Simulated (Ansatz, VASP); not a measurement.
**One calculation of ZnSe, two programs**

```
Zn Se
1.0
     0.00000    2.81662    2.81662
     2.81662    0.00000    2.81662
     2.81662    2.81662    0.00000
Zn Se
1 1
Cartesian
  0.0000 0.0000 0.0000
  4.2249 4.2249 4.2249
```

Alike in both runs: task single point; functional PBEsol; k mesh 8 × 8 × 8; occupations gaussian, width 0.02 eV; no spin polarisation.

```csv
,VASP,Ansatz
version,VASP 6.6.1,Ansatz 0.2.0
potentials or method,"VASP PAW PBE potentials, release 64 (Zn, Se), cutoff 520 eV","scalar-relativistic, plane waves, PAW"
valence electrons in the cell,18,28
```

```tsv
	VASP	Ansatz	Ansatz less VASP
gap on the k mesh at the Fermi level (eV)	1.24	1.24	-0.004
least direct gap on the mesh (eV)	1.24	1.24	-0.004
pressure (GPa)	0.3	0.0	-0.27
```

VASP's potentials were made for PBE, not for PBEsol. VASP's potentials hold 18 valence electrons a cell and Ansatz's 28, so a difference there can come from the potentials and not from the codes.
